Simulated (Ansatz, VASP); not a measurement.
# Ta in VASP and in Ansatz

```
Ta
1.0
     5.68969    0.00000    0.00000
    -1.89656    5.36430    0.00000
     0.00000    0.00000   23.44001
Ta
12
Cartesian
  0.9483 1.3411 8.0000
  0.0000 4.0232 8.0000
  3.7931 1.3411 8.0000
  2.8448 4.0232 8.0000
  1.8890 2.6740 10.3094
  2.8344 -0.0079 10.2395
  -0.9574 2.6959 10.2653
  -0.0018 0.0174 10.2681
  2.9404 4.0074 12.6186
  3.7422 1.2403 12.4832
  0.0217 4.1148 12.5653
  0.8256 1.3587 12.6313
```

Alike in both runs: task single point; functional PBE; dispersion D3(BJ); k mesh 4 × 4 × 1; occupations gaussian, width 0.1 eV; no spin polarisation.

|  | VASP | Ansatz |
| --- | --- | --- |
| version | VASP 6.6.1 | Ansatz 0.2.0 |
| potentials or method | VASP PAW PBE potentials, release 64 (Ta_pv), cutoff 400 eV | scalar-relativistic, plane waves, PAW |
| valence electrons in the cell | 132 | 156 |

```csv
,VASP,Ansatz,Ansatz less VASP
gap on the k mesh at the Fermi level (eV),none,none,-
rms of the force components (eV/Å),0.224,0.224,+0.0003
"work function, face that differs most (eV)",4.74,4.74,+0.002
```

Atom by atom the forces differ by 0.003 eV/Å (rms over components). A gap of «none» marks a metal or a gap that the smearing closes. VASP's potentials hold 132 valence electrons a cell and Ansatz's 156, so a difference there can come from the potentials and not from the codes.

Neither program's run includes spin-orbit coupling.
